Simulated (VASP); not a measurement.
# Bi (R-3m) in VASP: notebook

Bi is run at these levels: LDA; tasks: single point.

Everything below comes from runs of VASP 6.6.1. Logs are shortened: lines on timing, memory, paths and dates and some standing lists are left out, and cuts for length are marked.

### Step 1. The cell of the first run

It takes space group R-3m (No. 166, trigonal). The conventional cell has a = 4.490 Å, b = 4.490 Å, c = 11.517 Å, α = 90.00°, β = 90.00°, γ = 120.00°. Within 4.0 Å of Bi (site symmetry 3m) lie 6 Bi at 3.06 to 3.41 Å.

### Step 2. Single point, LDA

File INCAR:

```
  PREC = Accurate
  ENCUT = 520
  EDIFF = 1E-6
  ISMEAR = 0
  SIGMA = 0.1
  LREAL = F
  LASPH = T
  NELM = 60
  ALGO = Normal
  ISIF = 2
  LWAVE = F
  LCHARG = F
  NBANDS = 22
```

File KPOINTS:

```
regular mesh
0
Gamma
  9 9 9
```

File POSCAR:

```
Bi
1.0
    2.2451514826      1.2962388128      3.8388382945
   -2.2451514826      1.2962388128      3.8388382945
    0.0000000000     -2.5924776257      3.8388382945
Bi
2
Direct
    0.2371145469      0.2371145469      0.2371145469
    0.7628854531      0.7628854531      0.7628854531
```

Potentials or basis: VASP PAW LDA potentials, release 64 (Bi_d).

Run with:

```bash
> cat potpaw_LDA.64/Bi_d/POTCAR > POTCAR
> mpirun -np 1 vasp_std > vasp.out
```

OUTCAR:

```text
PREC = Accurate
   ENCUT = 520
   EDIFF = 1E-6
   ISMEAR = 0
   LREAL = F
   LASPH = T
   NELM = 60
   ISIF = 2

 ion  position               nearest neighbor table
   1  0.237  0.237  0.237-   2 3.06   2 3.06   2 3.06   2 3.41   2 3.41   2 3.41
   2  0.763  0.763  0.763-   1 3.06   1 3.06   1 3.06   1 3.41   1 3.41   1 3.41

  LATTYP: Found a trigonal (rhomboedric) cell.
 ALAT       =     4.6322370072
 COS(alpha) =     0.5301710765

  Lattice vectors:

 A1 = (   2.2451514826,   1.2962388128,   3.8388382945)
 A2 = (  -2.2451514826,   1.2962388128,   3.8388382945)
 A3 = (   0.0000000000,  -2.5924776257,   3.8388382945)

Analysis of symmetry for initial positions (statically):
=====================================================================
 Subroutine PRICEL returns:
 Original cell was already a primitive cell.

 Routine SETGRP: Setting up the symmetry group for a
 trigonal (rhombohedral) supercell.

 Subroutine GETGRP returns: Found 12 space group operations
 (whereof 12 operations were pure point group operations)
 out of a pool of 12 trial point group operations.

The static configuration has the point symmetry D_3d.

Analysis of symmetry for dynamics (positions and initial velocities):
=====================================================================
 Subroutine PRICEL returns:
 Original cell was already a primitive cell.

 Routine SETGRP: Setting up the symmetry group for a
 trigonal (rhombohedral) supercell.

 Subroutine GETGRP returns: Found 12 space group operations
 (whereof 12 operations were pure point group operations)
 out of a pool of 12 trial point group operations.

The dynamic configuration has the point symmetry D_3d.

 Subroutine INISYM returns: Found 12 space group operations
 (whereof 12 operations are pure point group operations),
 and found     1 'primitive' translations

----------------------------------------------------------------------------------------

                                     Primitive cell

  volume of cell :      67.0319

  direct lattice vectors                    reciprocal lattice vectors
     2.245151483  1.296238813  3.838838294     0.222702122  0.128577130  0.086831825
    -2.245151483  1.296238813  3.838838294    -0.222702122  0.128577130  0.086831825
     0.000000000 -2.592477626  3.838838294     0.000000000 -0.257154260  0.086831825

  length of vectors
     4.632237007  4.632237007  4.632237007     0.271418642  0.271418642  0.271418642

  position of ions in fractional coordinates (direct lattice)
     0.237114547  0.237114547  0.237114547
     0.762885453  0.762885453  0.762885453

  ion indices of the primitive-cell ions
   primitive index   ion index
                 1           1
                 2           2

----------------------------------------------------------------------------------------

 KPOINTS: regular mesh

Automatic generation of k-mesh.
 Grid dimensions read from file:
 generate k-points for:    9    9    9

 Generating k-lattice:

  Cartesian coordinates                     Fractional coordinates (reciprocal lattice)
     0.024744680  0.014286348  0.009647981     0.111111111  0.000000000 -0.000000000
    -0.024744680  0.014286348  0.009647981     0.000000000  0.111111111 -0.000000000
     0.000000000 -0.028572696  0.009647981     0.000000000  0.000000000  0.111111111

  Length of vectors
     0.030157627  0.030157627  0.030157627

  Shift w.r.t. Gamma in fractional coordinates (k-lattice)
     0.000000000  0.000000000  0.000000000

 Subroutine IBZKPT returns following result:
 ===========================================

 Found     85 irreducible k-points:

 Following reciprocal coordinates:
            Coordinates               Weight
  0.000000  0.000000  0.000000      1.000000
  0.111111 -0.000000  0.000000      6.000000
  0.222222  0.000000  0.000000      6.000000
  0.333333 -0.000000  0.000000      6.000000
  0.444444  0.000000  0.000000      6.000000
  0.111111  0.111111  0.000000      6.000000
[... 16 lines left out ...]
 -0.333333  0.333333  0.000000      6.000000
  0.444444  0.444444  0.000000      6.000000
 [... further k-points ...]
   k-points           NKPTS =     85   k-points in BZ     NKDIM =     85   number of bands    NBANDS=     22
   number of dos      NEDOS =    301   number of ions     NIONS =      2
   total plane-waves  NPLWV =  46656
   dimension x,y,z NGX =    36 NGY =   36 NGZ =   36
   dimension x,y,z NGXF=    72 NGYF=   72 NGZF=   72
   ions per type =               2
   NGX,Y,Z   is equivalent  to a cutoff of  12.92, 12.92, 12.92 a.u.
   NGXF,Y,Z  is equivalent  to a cutoff of  25.84, 25.84, 25.84 a.u.
 SYSTEM =  unknown system
   PREC   = accura    normal or accurate (medium, high low for compatibility)
   ISTART =      0    job   : 0-new  1-cont  2-samecut
   ICHARG =      2    charge: 1-file 2-atom 10-const
   ISPIN  =      1    spin polarized calculation?
   LNONCOLLINEAR =      F non collinear calculations
   LSORBIT =      F    spin-orbit coupling
   LASPH  =      T    aspherical Exc in radial PAW
   ENCUT  =  520.0 eV  38.22 Ry    6.18 a.u.   8.61  8.61  8.61*2*pi/ulx,y,z
   NELM   =     60;   NELMIN=  2; NELMDL= -5     # of ELM steps
   EDIFF  = 0.1E-05   stopping-criterion for ELM
   LREAL  =      F    real-space projection
   EDIFFG = 0.1E-04   stopping-criterion for IOM
   NSW    =      0    number of steps for IOM
   IBRION =     -1    ionic relax: 0-MD 1-quasi-New 2-CG
   NFREE  =      0    steps in history (QN), initial steepest desc. (CG)
   ISIF   =      2    stress and relaxation
   ISYM   =      2    0-nonsym 1-usesym 2-fastsym
   POTIM  = 0.5000    time-step for ionic-motion
   TEBEG  =    0.0;   TEEND  =   0.0 temperature during run
   PSTRESS=    0.0 pullay stress
   NELECT =      30.0000    total number of electrons
   NUPDOWN=      -1.0000    fix difference up-down
   EMIN   =  10.00;   EMAX   =-10.00  energy-range for DOS
   EFERMI =   0.00;   METHOD = LEGACY
   ISMEAR =     0;   SIGMA  =   0.10  broadening in eV -4-tet -1-fermi 0-gaus
   EFERMI_NEDOS =   21; number of points for ismear=-14 and -15
   IALGO  =     38    algorithm
   IMIX   =      4    mixing-type and parameters
     AMIX     =   0.40;   BMIX     =  1.00
     AMIX_MAG =   1.60;   BMIX_MAG =  1.00
  volume/ion in A,a.u.               =      33.52       226.18
  Fermi-wavevector in a.u.,A,eV,Ry     =   1.252241  2.366393 21.335406  1.568108
  Thomas-Fermi vector in A             =   2.386151
   LORBIT       =      0    0 simple, 1 ext, 2 COOP (PROOUT), +10 PAW based schemes
   GGA     = CA    functional components
   LHFCALC =     F    Hartree Fock is set to
   AEXX    =    0.0000 exact exchange contribution
   IVDW    =     0    specifies the selected vdW correction
   LEPSILON=     F    determine dielectric tensor
   LRPA    =     F    only Hartree local field effects (RPA)
 non-spin polarized calculation
 Gauss-broadening in eV      SIGMA  =   0.10
  energy-cutoff  :      520.00
  volume of cell :       67.03
 maximum number of plane-waves:      1827
   NGX = 17   NGY = 17   NGZ = 17

 number of electron      30.0000008 magnetization

 Free energy of the ion-electron system (eV)
  ---------------------------------------------------
  ext. energy  EPLUGINS =         0.00000000
  ---------------------------------------------------
  free energy    TOTEN  =        -9.13396913 eV

  energy without entropy =       -9.13287580  energy(sigma->0) =       -9.13342247

 E-fermi :   6.6346     XC(G=0): -10.0321

 val. band max:        6.6143605822   @ k =   0.4444   0.0000   0.0000
 cond. band min:       6.6431052720   @ k =   0.2222   0.2222   0.1111
 fundamental gap:      0.0287446898
 Fermi energy:         6.6346091787

 k-point     1 :       0.0000    0.0000    0.0000
  band No.  band energies     occupation
      1     -16.3013      2.00000
      2     -16.3013      2.00000
      3     -16.1290      2.00000
      4     -16.1290      2.00000
      5     -16.1181      2.00000
      6     -15.9193      2.00000
[... 14 lines left out ...]
     21      12.3601      0.00000
     22      12.9590      0.00000

 k-point     2 :       0.1111   -0.0000    0.0000
  band No.  band energies     occupation
      1     -16.2897      2.00000
      2     -16.2879      2.00000
      3     -16.1239      2.00000
      4     -16.1214      2.00000
      5     -16.1111      2.00000
      6     -15.9256      2.00000
[... 14 lines left out ...]
     21      12.5212      0.00000
     22      13.9642      0.00000

 k-point     3 :       0.2222    0.0000    0.0000
  band No.  band energies     occupation
      1     -16.2571      2.00000
      2     -16.2493      2.00000
      3     -16.1105      2.00000
      4     -16.0999      2.00000
      5     -16.0903      2.00000
      6     -15.9463      2.00000
[... 14 lines left out ...]
     21      13.1364      0.00000
     22      15.8462      0.00000

 k-point     4 :       0.3333   -0.0000    0.0000
  band No.  band energies     occupation
      1     -16.2115      2.00000
      2     -16.1904      2.00000
      3     -16.0933      2.00000
      4     -16.0683      2.00000
      5     -16.0583      2.00000
      6     -15.9822      2.00000
[... 14 lines left out ...]
     21      14.1953      0.00000
     22      17.2688      0.00000

 k-point     5 :       0.4444    0.0000    0.0000
  band No.  band energies     occupation
      1     -16.1718      2.00000
      2     -16.1220      2.00000
      3     -16.0797      2.00000
      4     -16.0455      2.00000
      5     -16.0342      2.00000
      6     -16.0061      2.00000
[... 417 lines left out ...]
 k-point    22 :      -0.4444    0.3333    0.0000
  band No.  band energies     occupation
      1     -16.2487      2.00000
      2     -16.1349      2.00000
      3     -16.1063      2.00000
      4     -16.0446      2.00000
      5     -16.0278      2.00000
      6     -16.0004      2.00000
[... 14 lines left out ...]
     21      15.6648      0.00000
     22      17.5377      0.00000

 k-point    23 :      -0.3333    0.3333    0.0000
  band No.  band energies     occupation
      1     -16.2262      2.00000
      2     -16.1270      2.00000
      3     -16.0678      2.00000
      4     -16.0546      2.00000
      5     -16.0535      2.00000
      6     -15.9988      2.00000
[... 14 lines left out ...]
     21      14.7262      0.00000
     22      16.6333      0.00000

 k-point    24 :       0.4444    0.4444    0.0000
  band No.  band energies     occupation
      1     -16.2856      2.00000
      2     -16.1411      2.00000
      3     -16.1297      2.00000
      4     -16.0223      2.00000
      5     -16.0193      2.00000
      6     -15.9995      2.00000
[... 14 lines left out ...]
     21      16.5107      0.00000
     22      17.2071      0.00000

 [... further k-points ...]

------------------------ aborting loop because EDIFF is reached ----------------------------------------

  FORCE on cell =-STRESS in cart. coord.  units (eV):
  Direction    XX          YY          ZZ          XY          YZ          ZX
  --------------------------------------------------------------------------------------
  -------------------------------------------------------------------------------------
  Total        0.0550673      0.0550673      0.0053381     -0.0000000     -0.0000000      0.0000000
  in kB        1.3162031      1.3162031      0.1275903     -0.0000000     -0.0000000      0.0000000
  external PRESSURE =       0.9199988 kB  Pullay stress =       0.0000000 kB

 VOLUME and BASIS-vectors are now :
 -----------------------------------------------------------------------------
  energy-cutoff  :      520.00
  volume of cell :       67.03
      direct lattice vectors                 reciprocal lattice vectors
     2.245151483  1.296238813  3.838838294     0.222702122  0.128577130  0.086831825
    -2.245151483  1.296238813  3.838838294    -0.222702122  0.128577130  0.086831825
     0.000000000 -2.592477626  3.838838294     0.000000000 -0.257154260  0.086831825

 POSITION                                       TOTAL-FORCE (eV/Angst)
 -----------------------------------------------------------------------------------
      0.00000     -0.00000      2.73073         0.000000     -0.000000      0.007610
      0.00000     -0.00000      8.78578         0.000000      0.000000     -0.007610
 -----------------------------------------------------------------------------------
    total drift:                                0.000000      0.000000      0.000000

  FREE ENERGIE OF THE ION-ELECTRON SYSTEM (eV)
  ---------------------------------------------------
  free  energy   TOTEN  =        -9.1339691338 eV

  energy  without entropy=       -9.1328758028  energy(sigma->0) =       -9.13342247
```

Run time: 95 s. Hardware: 1 thread of Intel Xeon 8259CL, shared host; peak memory 0.23 GiB.

Results:

| Quantity | Value |
| --- | --- |
| Free energy | -9.1340 eV |
| Pressure | 0.1 GPa |
| Largest force | 0.008 eV/Å |
| Band gap on the k mesh | zero (bands 15 and 16 overlap by 0.03 eV) |

Forces in eV/Å, atoms in the order of the input:
```
Bi   0.000  0.000  0.008
Bi   0.000  0.000 -0.008
```

Levels at points of the mesh, in eV from the Fermi level:
| k point | band 12 | band 13 | band 14 | band 15 | band 16 | band 17 | band 18 | band 19 |
| --- | --- | --- | --- | --- | --- | --- | --- | --- |
| (0.00, 0.00, 0.00) | -7.30 | -1.55 | -1.29 | -1.29 | 2.79 | 3.10 | 3.10 | 5.56 |

Caveat: spin-orbit coupling is left out, which moves the levels of the heavy elements.

### Step 3. Single point, LDA

File INCAR:

```
SYSTEM = Bi
PREC = Accurate ; ENCUT = 520
EDIFF = 1E-6 ; ISMEAR = 0
SIGMA = 0.2 ; LREAL = .FALSE.
LASPH = .TRUE. ; NELM = 100
ALGO = Normal ; ISIF = 2
LWAVE = .FALSE. ; LCHARG = .FALSE.
GGA = CA ; NBANDS = 22
```

File KPOINTS:

```
Automatic mesh
0
G
  9 9 9
  0 0 0
```

POSCAR is that of step 2.

Potentials or basis: VASP PAW LDA potentials, release 64 (Bi_d).

Run with:

```bash
> cat potpaw_LDA.64/Bi_d/POTCAR > POTCAR
> mpirun -np 1 vasp_std > vasp.out
```

OUTCAR:

```text
SYSTEM = Bi
   PREC = Accurate
   ENCUT = 520
   EDIFF = 1E-6
   ISMEAR = 0
   LREAL = .FALSE.
   LASPH = .TRUE.
   NELM = 100
   ISIF = 2
   GGA = CA

 ion  position               nearest neighbor table
   1  0.237  0.237  0.237-   2 3.06   2 3.06   2 3.06   2 3.41   2 3.41   2 3.41
   2  0.763  0.763  0.763-   1 3.06   1 3.06   1 3.06   1 3.41   1 3.41   1 3.41

  LATTYP: Found a trigonal (rhomboedric) cell.
 ALAT       =     4.6322370072
 COS(alpha) =     0.5301710765

  Lattice vectors:

 A1 = (   2.2451514826,   1.2962388128,   3.8388382945)
 A2 = (  -2.2451514826,   1.2962388128,   3.8388382945)
 A3 = (   0.0000000000,  -2.5924776257,   3.8388382945)

Analysis of symmetry for initial positions (statically):
=====================================================================
 Subroutine PRICEL returns:
 Original cell was already a primitive cell.

 Routine SETGRP: Setting up the symmetry group for a
 trigonal (rhombohedral) supercell.

 Subroutine GETGRP returns: Found 12 space group operations
 (whereof 12 operations were pure point group operations)
 out of a pool of 12 trial point group operations.

[... 158 lines left out ...]
  free energy    TOTEN  =        -9.13547567 eV

  energy without entropy =       -9.13136839  energy(sigma->0) =       -9.13342203

 E-fermi :   6.6833     XC(G=0): -10.0321

 val. band max:        6.6429815703   @ k =   0.2222   0.2222   0.1111
 cond. band min:       6.9048869507   @ k =   0.4444   0.1111   0.1111
 fundamental gap:      0.2619053804
 Fermi energy:         6.6832800194

 k-point     1 :       0.0000    0.0000    0.0000
  band No.  band energies     occupation
      1     -16.3015      2.00000
      2     -16.3015      2.00000
      3     -16.1292      2.00000
      4     -16.1292      2.00000
      5     -16.1183      2.00000
      6     -15.9194      2.00000
[... 589 lines left out ...]
     21      16.5106      0.00000
     22      17.2070      0.00000

 [... further k-points ...]

------------------------ aborting loop because EDIFF is reached ----------------------------------------

  FORCE on cell =-STRESS in cart. coord.  units (eV):
  Direction    XX          YY          ZZ          XY          YZ          ZX
  --------------------------------------------------------------------------------------
  -------------------------------------------------------------------------------------
  Total        0.0548850      0.0548850      0.0109469      0.0000000     -0.0000000      0.0000000
  in kB        1.3118456      1.3118456      0.2616493      0.0000000     -0.0000000      0.0000000
  external PRESSURE =       0.9617801 kB  Pullay stress =       0.0000000 kB

 VOLUME and BASIS-vectors are now :
 -----------------------------------------------------------------------------
  energy-cutoff  :      520.00
  volume of cell :       67.03
      direct lattice vectors                 reciprocal lattice vectors
     2.245151483  1.296238813  3.838838294     0.222702122  0.128577130  0.086831825
    -2.245151483  1.296238813  3.838838294    -0.222702122  0.128577130  0.086831825
     0.000000000 -2.592477626  3.838838294     0.000000000 -0.257154260  0.086831825

 POSITION                                       TOTAL-FORCE (eV/Angst)
 -----------------------------------------------------------------------------------
      0.00000     -0.00000      2.73073         0.000000     -0.000000      0.009885
      0.00000     -0.00000      8.78578         0.000000      0.000000     -0.009885
 -----------------------------------------------------------------------------------
    total drift:                                0.000000      0.000000      0.000000

  FREE ENERGIE OF THE ION-ELECTRON SYSTEM (eV)
  ---------------------------------------------------
  free  energy   TOTEN  =        -9.1354756705 eV

  energy  without entropy=       -9.1313683861  energy(sigma->0) =       -9.13342203
```

stdout:

```text
POSCAR found type information on POSCAR Bi
 POSCAR found :  1 types and       2 ions
 scaLAPACK will be used
 LDA part: xc-table for (Slater(with rela. corr.)+CA(PZ))
 , standard interpolation
 POSCAR, INCAR and KPOINTS ok, starting setup
 FFT: planning ... GRIDC
 FFT: planning ... GRID_SOFT
 FFT: planning ... GRID
 WAVECAR not read
 entering main loop
```

Wall time 94 s (1 thread of Intel Xeon 8259CL, shared host); peak memory 0.23 GiB.

Results:

```
Free energy            : -9.1355 eV
Pressure               : 0.1 GPa
Largest force          : 0.010 eV/Å
Band gap on the k mesh : zero (bands 15 and 16 overlap by 0.03 eV)
```

Forces on the atoms (eV/Å):
```
Bi   0.000  0.000  0.010
Bi   0.000  0.000 -0.010
```

Caveat: spin-orbit coupling is left out, which moves the levels of the heavy elements.

### Step 4. Single point, LDA

File INCAR:

```
PREC = Accurate
ENCUT = 520
EDIFF = 1E-6
ISMEAR = 0
SIGMA = 0.3
LREAL = False
LASPH = True
NELM = 60
ALGO = Normal
ISIF = 2
LWAVE = False
LCHARG = False
NBANDS = 22
```

File KPOINTS:

```
regular mesh
0
Gamma
  9 9 9
```

POSCAR is that of step 3.

Run with:

```bash
> cat potpaw_LDA.64/Bi_d/POTCAR > POTCAR
> mpirun -np 1 vasp_std > vasp.out
```

Wall time 89 s (1 thread of Intel Xeon 8259CL, shared host); peak memory 0.23 GiB.

The run converged. Its results:

```yaml
Free_energy: -9.1388 eV
Pressure: 0.1 GPa
Largest_force: 0.025 eV/Å
Band_gap_on_the_k_mesh: zero (bands 15 and 16 overlap by 0.03 eV)
```

Forces on the atoms (eV/Å):
```
Bi   0.000  0.000  0.025
Bi   0.000  0.000 -0.025
```

Stress tensor (GPa, compression positive):
```
0.13 0.00 0.00
0.00 0.13 0.00
0.00 0.00 0.04
```

Levels at points of the mesh, in eV from the Fermi level:
```
           k point  band 11  band 12  band 13  band 14  band 15  band 16  band 17  band 18  band 19  band 20
(0.00, 0.00, 0.00)   -13.43    -7.36    -1.62    -1.36    -1.36     2.73     3.03     3.03     5.49     5.66
```

Caveat: so wide a smearing shifts energies and pressures; spin-orbit coupling is left out, which moves the levels of the heavy elements.

[end of part 1 of 2]
